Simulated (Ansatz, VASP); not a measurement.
## Fe3Os: VASP beside Ansatz

```
Fe Os
1.0
     3.56656    0.00000    0.00000
     0.00000    3.56656    0.00000
     0.00000    0.00000    3.56656
Fe Os
3 1
Direct
  0.00000 0.50000 0.50000
  0.50000 0.00000 0.50000
  0.50000 0.50000 0.00000
  0.00000 0.00000 0.00000
```

Alike in both runs: task single point; functional PBE; k mesh 12 × 12 × 12; occupations gaussian, width 0.1 eV; collinear spin.

|  | VASP | Ansatz |
| --- | --- | --- |
| version | VASP 6.6.1 | Ansatz 0.2.0 |
| potentials or method | VASP PAW PBE potentials, release 64 (Fe, Os), cutoff 520 eV | scalar-relativistic, plane waves, PAW |
| valence electrons in the cell | 32 | 64 |

```csv
,VASP,Ansatz,Ansatz less VASP
gap on the k mesh at the Fermi level (eV),none,none,-
pressure (GPa),0.0,0.4,+0.39
net moment per atom (μB),0.19,0.18,-0.007
size of the moment on the site where the two differ most (μB),0.03,0.02,-0.015
```

Site moments also hang on the region over which each program counts them. A gap of «none» marks a metal or a gap that the smearing closes. With one functional, cell and mesh, what is left measures potentials, basis and numerics. VASP's potentials hold 32 valence electrons a cell and Ansatz's 64, so a difference there can come from the potentials and not from the codes. Ansatz's warnings: seeded moment not kept.

Spin-orbit coupling is off throughout.
